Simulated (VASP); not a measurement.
Wanted: the native input for a VASP 6.6.1 run.

```
Task                   : electric field gradients
Functional             : LDA
Potentials or basis    : VASP PAW LDA potentials, release 64 (Hg, Te)
Cutoff                 : 520 eV
k mesh                 : 11 × 11 × 11
Occupations            : fermi-dirac, width 0.03 eV
Spin                   : no spin polarisation
Dipole correction      : no
Further INCAR settings : ALGO = Normal; EDIFF = 1e-08; NBANDS = 16
```

The structure of HgTe lies in POSCAR:

```
HgTe
1.0
    0.0000000000      3.2867219331      3.2867219331
    3.2867219331      0.0000000000      3.2867219331
    3.2867219331      3.2867219331      0.0000000000
Hg Te
1 1
Direct
    0.0000000000      0.0000000000      0.0000000000
    0.7500000000      0.7500000000      0.7500000000
```

This cell differs from its parent crystal: volume scaled by 1.06.

These files were run (other wordings do the same):

INCAR

```
SYSTEM = HgTe
PREC = Accurate
ENCUT = 520
EDIFF = 1E-8
ISMEAR = -1
SIGMA = 0.03
LREAL = .False.
LASPH = .True.
NELM = 80
ALGO = Normal
ISIF = 2
LWAVE = .False.
LCHARG = .False.
GGA = CA
LEFG = .True.
NBANDS = 16
```

KPOINTS

```
Automatic mesh
0
Gamma
  11 11 11
  0 0 0
```

Potentials or basis: VASP PAW LDA potentials, release 64 (Hg, Te).

Command:

```sh
$ cat potpaw_LDA.64/Hg/POTCAR potpaw_LDA.64/Te/POTCAR > POTCAR
$ mpirun -np 1 vasp_std > vasp.out
```

It gave:

```yaml
Pressure: -2.4 GPa
Band_gap_on_the_k_mesh: zero (filled and empty bands touch)
```

Caveat: without QUAD_EFG the Cq values of the log hold for a quadrupole moment of 1 mb, not for the nuclei; spin-orbit coupling is left out, which moves the levels of the heavy elements.

It took 24 s on 1 thread of Intel(R) Xeon(R) 6975P-C (Granite Rapids), with other jobs on the host, peak memory 0.21 GiB.
